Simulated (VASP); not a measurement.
W2I:

```
CELL_PARAMETERS angstrom
-1.60207 2.14012 4.04591
1.60207 -2.14012 4.04591
1.60207 2.14012 -4.04591
ATOMIC_POSITIONS crystal
W 0.67110 0.67110 0.00000
W 0.32890 0.32890 0.00000
I 0.00000 0.00000 0.00000
```

* Program: VASP 6.6.1
* Task: relaxation of cell and atoms
* Functional: PBE
* Potentials or basis: VASP PAW PBE potentials, release 64 (W_sv, I)
* Cutoff: 600 eV
* k mesh: 6 × 6 × 6
* Occupations: gaussian, width 0.1 eV
* Spin: no spin polarisation

At the start: pressure 0.5 GPa; volume 18.50 Å³/atom.

Q: How do energy, volume and symmetry change on relaxing?

A: Over 7 steps the energy falls by 6.9 meV/atom and the volume is 18.53 Å³/atom (+0.2 %); space group Immm (No. 71, to 0.1 Å) before and after.

The path:
```
step  energy change (eV)  largest force (eV/Å)  pressure (GPa)  volume (Å³)
   1              0.0000                0.3273            0.47        55.49
   2             -0.0140                0.0219           -1.37        55.91
   3             -0.0153                0.0976           -0.99        55.82
   4             -0.0169                0.0017            1.67        55.08
   5             -0.0195                0.0505            0.49        55.40
   6             -0.0206                0.0249           -0.12        55.66
   7             -0.0207                0.0324            0.02        55.60
```

Final structure:
```
CELL_PARAMETERS angstrom
-1.58039 2.17671 4.04071
1.58039 -2.17671 4.04071
1.58039 2.17671 -4.04071
ATOMIC_POSITIONS crystal
W 0.66850 0.66850 0.00000
W 0.33150 0.33150 0.00000
I 0.00000 0.00000 0.00000
```
